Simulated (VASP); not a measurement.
Input of a VASP 6.6.1 run:

Contents of INCAR:

```
PREC     = Accurate       # precision mode
ENCUT    = 520            # plane-wave cutoff, eV
EDIFF    = 1E-6           # SCF threshold, eV
ISMEAR   = -1             # smearing method
SIGMA    = 0.02           # smearing width, eV
LREAL    = Auto         
LASPH    = T              # aspherical terms in the spheres
NELM     = 100            # most SCF steps
ALGO     = Normal         # electronic algorithm
ISIF     = 2              # what is computed and relaxed
LWAVE    = F              # write WAVECAR
LCHARG   = F              # write CHGCAR
GGA      = PE             # functional
IVDW     = 12             # dispersion correction
NBANDS   = 67             # bands
```

The input KPOINTS:

```
Automatic mesh
0
Gamma
  1 1 1
```

POSCAR

```
H3C3NO2
1.0
    7.4476350000      0.0000000000      0.0000000000
    0.0000000000      7.4476350000      0.0000000000
    0.0000000000      0.0000000000      7.4476350000
C N H O
9 3 9 6
Direct
    0.7874311778      0.7654241917      0.6675407697
    0.7811338767      0.9600765881      0.7091110131
    0.4489881687      0.1008776612      0.3073190348
    0.5714565765     -0.0058407803      0.1939944694
   -0.0491431172      0.2427213471      0.3312058123
    0.0826839661      0.3772875550      0.3702249103
    0.2370416918      0.7846920532      0.5598421512
    0.3480433722      0.2397942434      0.8260340363
    0.6502198349      0.4750769875      0.1149626694
    0.7680961809      1.1160321364      0.7424101745
    0.6704678734     -0.0788572480      0.0871820383
    0.1976600626      0.4775744246      0.4124933620
    0.7432963619      0.7531786936      0.5368415611
    0.9209635005      0.7037804619      0.7087619090
    0.6771142786      0.6878290894      0.7338705509
    0.3193765538      0.0276463602      0.3147979191
    0.5024010978      0.1217970537      0.4482362522
    0.4169242988      0.2335372236      0.2548728556
    0.0311105472      0.1309677502      0.2898101209
   -0.1355598119      0.1976869167      0.4484645126
   -0.1463686123      0.3121393570      0.2326778904
    0.3588387455      0.7423967474      0.6544896467
    0.1207631684      0.8441337418      0.4779638100
    0.3873712930      0.1285240214      0.7187650845
    0.2961342762      0.3635247968      0.9059117425
    0.7072715030      0.4334798899     -0.0223292361
    0.5813523353      0.5236561674      0.2490186482
```

Potentials or basis: VASP PAW PBE potentials, release 64 (C, N, H, O).

Run with:

```sh
$ cat potpaw_PBE.64/C/POTCAR potpaw_PBE.64/N/POTCAR potpaw_PBE.64/H/POTCAR potpaw_PBE.64/O/POTCAR > POTCAR
$ mpirun -np 1 vasp_gam > vasp.out
```

(1) Predict the largest force.

(2) What does it give for the dispersion energy per atom?

(3) Predict the band gap on the k mesh.

(4) What does it give for the pressure?

Answers

(1) 4.775 eV/Å.

(2) -0.051 eV.

(3) 5.43 eV.

(4) -0.6 GPa.

Caveat: the k points lie up to 0.84 Å⁻¹ apart.
